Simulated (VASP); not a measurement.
Crystal: PtSe2.

```
CELL_PARAMETERS angstrom
3.72400 0.00000 0.00000
-1.86200 3.22508 0.00000
0.00000 0.00000 5.06200
ATOMIC_POSITIONS crystal
Pt 0.01214 0.99333 0.99968
Se 0.66318 0.32632 0.74922
Se 0.33676 0.67795 0.23603
```

| Item | Value |
| --- | --- |
| Program | VASP 6.6.1 |
| Task | relaxation of the atoms |
| Functional | pbe exchange, pbesol correlation |
| Potentials or basis | VASP PAW PBE potentials, release 64 (Pt, Se) |
| Cutoff | 450 eV |
| k mesh | 6 × 6 × 4 |
| Occupations | methfessel-paxton, width 0.01 eV |
| Spin | collinear spin |
| Starting moments | [-0.21, 0.0, 0.0] μB |

At the start: pressure 11.6 GPa; volume 20.27 Å³/atom.

Problem. Where does the relaxation end?

Solution. Over 7 steps the energy falls by 53.5 meV/atom at a fixed cell; space group Cm (No. 8, to 0.1 Å) before, P-3m1 (No. 164, to 0.1 Å); moment 0.00 μB per cell.

The path:
| step | energy change (eV) | largest force (eV/Å) | pressure (GPa) |
| --- | --- | --- | --- |
| 1 | 0.0000 | 1.7660 | 11.63 |
| 2 | -0.1369 | 0.5910 | 7.44 |
| 3 | -0.1370 | 0.5962 | 7.36 |
| 4 | -0.1590 | 0.1512 | 5.63 |
| 5 | -0.1604 | 0.0196 | 5.16 |
| 6 | -0.1604 | 0.0150 | 5.12 |
| 7 | -0.1604 | 0.0059 | 5.15 |

Final structure:
```
CELL_PARAMETERS angstrom
3.72400 0.00000 0.00000
-1.86200 3.22508 0.00000
0.00000 0.00000 5.06200
ATOMIC_POSITIONS crystal
Pt 0.00403 0.99920 0.99498
Se 0.66933 0.33110 0.73328
Se 0.33871 0.66731 0.25666
```

Caveat: the PAW data sets were made with another functional, which shifts forces and pressure a little.
